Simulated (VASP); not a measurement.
A run of VASP 6.6.1:

The input INCAR:

```
PREC     = Accurate       # precision mode
ENCUT    = 520            # plane-wave cutoff, eV
EDIFF    = 1E-6           # SCF threshold, eV
ISMEAR   = -1             # smearing method
SIGMA    = 0.06122561905347299 # smearing width, eV
LREAL    = False          # projectors in reciprocal space
LASPH    = True           # aspherical terms in the spheres
NELM     = 60             # most SCF steps
ALGO     = Normal         # electronic algorithm
ISIF     = 2              # what is computed and relaxed
LWAVE    = False          # write WAVECAR
LCHARG   = True           # write CHGCAR
GGA      = PE             # functional
LELF     = True           # ELF
LVHAR    = True         
NBANDS   = 13             # bands
```

The input KPOINTS:

```
regular mesh
0
Gamma
  20 20 20
```

POSCAR

```
Sn
1.0
    0.0000000000      2.4080628706      2.4080628706
    2.4080628706      0.0000000000      2.4080628706
    2.4080628706      2.4080628706      0.0000000000
Sn
1
Direct
    0.0000000000      0.0000000000      0.0000000000
```

Potentials or basis: VASP PAW PBE potentials, release 64 (Sn_d).

Launch:

```bash
$ cat potpaw_PBE.64/Sn_d/POTCAR > POTCAR
$ mpirun -np 1 vasp_std > vasp.out
```

Hardware: 1 thread of Intel(R) Xeon(R) 6975P-C (Granite Rapids), on a shared host.

Estimate the wall time of this run.

Wall time 35 s on 1 thread of Intel(R) Xeon(R) 6975P-C (Granite Rapids), with other jobs on the host, peak memory 0.22 GiB. Counts: scf iterations 10, k points 256.
